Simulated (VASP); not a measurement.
A run of VASP 6.6.1:

The input INCAR:

```
  PREC = Accurate
  ENCUT = 560
  EDIFF = 1E-6
  ISMEAR = -1
  SIGMA = 0.08
  LREAL = F
  LASPH = T
  NELM = 120
  ALGO = Normal
  ISIF = 2
  LWAVE = F
  LCHARG = F
  GGA = PE
  NBANDS = 14
  GGA_COMPAT = F
```

File KPOINTS:

```
Automatic mesh
0
Gamma
  20 20 20
```

The input POSCAR:

```
Re
1.0
    0.0000000000      1.6513767357      1.6513767357
    1.6513767357      0.0000000000      1.6513767357
    1.6513767357      1.6513767357      0.0000000000
Re
1
Direct
    0.0000000000      0.0000000000      0.0000000000
```

Potentials or basis: VASP PAW PBE potentials, release 64 (Re_sv_GW).

The run is started by

```sh
$ cat potpaw_PBE.64/Re_sv_GW/POTCAR > POTCAR
$ mpirun -np 1 vasp_std > vasp.out
```

Hardware: 1 thread of AMD EPYC 7R13 Processor (Zen 3), on a shared host.

**Question.** How long does it take, and how much memory?

**Answer.** Wall time 26 s on 1 thread of AMD EPYC 7R13 Processor (Zen 3) (shared host), peak memory 0.12 GiB. Counts: scf iterations 12, k points 256.
